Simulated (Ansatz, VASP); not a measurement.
AlO2 in VASP and in Ansatz

Contents of INCAR:

```
SYSTEM = AlO2
ALGO = Normal
EDIFF = 1E-7
ENCUT = 520
GGA = PE
ISIF = 2
ISMEAR = 0
ISPIN = 2
LASPH = .TRUE.
LCHARG = .FALSE.
LORBIT = 11
LREAL = .FALSE.
LWAVE = .FALSE.
MAGMOM = 0 1 1
NBANDS = 18
NELM = 150
PREC = Accurate
SIGMA = 0.1
```

KPOINTS

```
k-points
0
G
  6 6 4
  0 0 0
```

POSCAR

```
AlO2
1.0
    2.5985980200      0.0000000000      0.0000000000
    0.0000000000      2.5985980200      0.0000000000
    0.0000000000      0.0000000000      4.9841482900
Al O
1 2
Direct
    0.0000000000      0.0000000000      0.5905896600
    0.0000000000      0.0000000000      0.9080660400
    0.5000000000      0.5000000000      0.6706403100
```

Input for Ansatz:

```yaml
crystal:
  lattice:
    - [2.59859802, 0.0, 0.0]
    - [0.0, 2.59859802, 0.0]
    - [0.0, 0.0, 4.98414829]
  atoms:
    - { symbol: Al, position: [0.0, 0.0, 0.59058966] }
    - { symbol: O, position: [0.0, 0.0, 0.90806604], spin: 1.0 }
    - { symbol: O, position: [0.5, 0.5, 0.67064031], spin: 1.0 }
basis:
  ecutwfc: 420
kpoints:
  mp_grid: { grid: [6, 6, 4] }
hamiltonian:
  xc: pbe
scf:
  occupations: { method: gaussian, width: 0.1 }
  lower_state_search: "off"
output:
  forces: true
  stress: true
  eigenvalues: true
  populations: true
magnetization:
  spin_polarized: true
```

Alike in both runs: task single point; functional PBE; k mesh 6 × 6 × 4; occupations gaussian, width 0.1 eV; collinear spin.

|  | VASP | Ansatz |
| --- | --- | --- |
| version | VASP 6.6.1 | Ansatz 0.2.0 |
| potentials or method | VASP PAW PBE potentials, release 64 (Al, O), cutoff 520 eV | scalar-relativistic, plane waves, PAW |
| valence electrons in the cell | 15 | 15 |

```tsv
	VASP	Ansatz	Ansatz less VASP
gap on the k mesh at the Fermi level (eV)	none	none	-
rms of the force components (eV/Å)	4.266	4.214	-0.0525
net moment per atom (μB)	0.33	0.33	0.000
size of the moment on the site where the two differ most (μB)	0.83	0.74	-0.090
```

Site moments also hang on the region over which each program counts them. Atom by atom the forces differ by 0.083 eV/Å (rms over components). A gap of «none» marks a metal or a gap that the smearing closes.

The k mesh is coarse, so the values compare programs but aren't converged.
